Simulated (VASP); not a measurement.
Input of a VASP 6.6.1 run:

Contents of INCAR:

```
SYSTEM = BiAsSe
ALGO = Normal
EDIFF = 1E-6
ENCUT = 520
GGA = PE
ISIF = 2
ISMEAR = 0
LASPH = .TRUE.
LCHARG = .FALSE.
LREAL = .FALSE.
LWAVE = .FALSE.
NBANDS = 20
NELM = 60
PREC = Accurate
SIGMA = 0.1
```

Contents of KPOINTS:

```
k-points
0
G
  12 12 8
  0 0 0
```

The input POSCAR:

```
BiAsSe
1.0
    4.0876855672      0.0000000000      0.0000000000
    0.0000000000      4.0876855672      0.0000000000
    0.0000000000      0.0000000000      5.7942763833
Bi As Se
1 1 1
Direct
    0.0000000000      0.0000000000      0.5000000000
    0.0000000000      0.0000000000      0.0000000000
    0.5000000000      0.5000000000      0.5000000000
```

Potentials or basis: VASP PAW PBE potentials, release 64 (Bi_d, As, Se).

Launch:

```sh
$ cat potpaw_PBE.64/Bi_d/POTCAR potpaw_PBE.64/As/POTCAR potpaw_PBE.64/Se/POTCAR > POTCAR
$ mpirun -np 1 vasp_std > vasp.out
```

Task: Estimate the pressure.

Result: 0.0 GPa.

Task: What does it give for the band gap on the k mesh?

Result: Zero (bands 13 and 14 overlap by 1.69 eV).

Caveat: spin-orbit coupling is left out, which moves the levels of the heavy elements.
